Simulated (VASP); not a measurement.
Crystal: Sb.

```
Sb
1.0
     2.17907    1.28681    3.75800
    -2.12933    1.20064    3.75800
    -0.04975   -2.48746    3.75800
Sb
2
Direct
  0.76651 0.76651 0.76651
  0.23349 0.23349 0.23349
```

* Program: VASP 6.6.1
* Task: relaxation of the atoms
* Functional: PBE
* Potentials or basis: VASP PAW PBE potentials, release 64 (Sb)
* Cutoff: 520 eV
* k mesh: 8 × 8 × 8
* Occupations: fermi-dirac, width 0.05 eV
* Spin: no spin polarisation

At the start: pressure 2.8 GPa; volume 30.19 Å³/atom.

**Question.** How do energy, volume and symmetry change on relaxing?

**Answer.** Over 3 steps the energy falls by 2.5 meV/atom at a fixed cell; space group C2/m (No. 12, to 0.1 Å) before and after.

Step by step:
| step | energy change (eV) | largest force (eV/Å) | pressure (GPa) |
| --- | --- | --- | --- |
| 1 | 0.0000 | 0.2268 | 2.81 |
| 2 | -0.0037 | 0.1110 | 2.50 |
| 3 | -0.0049 | 0.0150 | 2.19 |

Final structure:
```yaml
crystal:
  lattice:
    - [2.17907, 1.28681, 3.75800]
    - [-2.12933, 1.20064, 3.75800]
    - [-0.04975, -2.48746, 3.75800]
  atoms:
    - { symbol: Sb, position: [0.76316, 0.76668, 0.76391] }
    - { symbol: Sb, position: [0.23684, 0.23332, 0.23609] }
```
